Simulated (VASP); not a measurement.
# C: single point with PBEsol

Crystal: C.

```
C
1.0
     0.00000    1.91906    1.77690
     1.91906    0.00000    1.77690
     1.91906    1.91906    0.00000
C
2
Cartesian
  1.9191 1.9191 1.7769
  2.8786 2.8786 2.6654
```

This cell differs from its parent crystal: strain +0.080 along x and y, +0.000 along z.

```
Program             : VASP 6.6.1
Task                : single point
Functional          : PBEsol
Potentials or basis : VASP PAW PBE potentials, release 64 (C)
Cutoff              : 520 eV
k mesh              : 12 × 12 × 12
Occupations         : gaussian, width 0.05 eV
Spin                : no spin polarisation
```

```yaml
Pressure: -51.2 GPa
Band_gap_on_the_k_mesh: 2.02 eV, indirect (least direct gap 3.97 eV)
```

Stress tensor (GPa, compression positive):
```
-69.73   0.00   0.00
  0.00 -69.73   0.00
  0.00   0.00 -14.25
```

Levels at points of the mesh, in eV from the valence-band top:
```
           k point  band 1  band 2  band 3  band 4  band 5  band 6  band 7  band 8
(0.00, 0.00, 0.00)  -20.33   -0.96   -0.96    0.00    3.97    4.85    4.85    9.54
(0.50, 0.00, 0.00)  -15.26  -12.60   -3.66   -2.53    5.55    6.89    8.11   13.55
(0.50, 0.50, 0.00)  -11.76  -11.76   -6.80   -6.80    2.62    2.62   14.28   14.28
(0.50, 0.00, 0.50)  -12.80  -12.80   -5.78   -5.78    4.22    4.22   13.72   13.72
```

It took 29 s on 1 thread of Intel Xeon 8259CL (shared host), peak memory 0.13 GiB.

Caveat: the cell differs from its parent crystal (strain +0.080 along x and y, +0.000 along z); the PAW data sets were made with another functional, which shifts forces and pressure a little. A k mesh can miss the band edges.
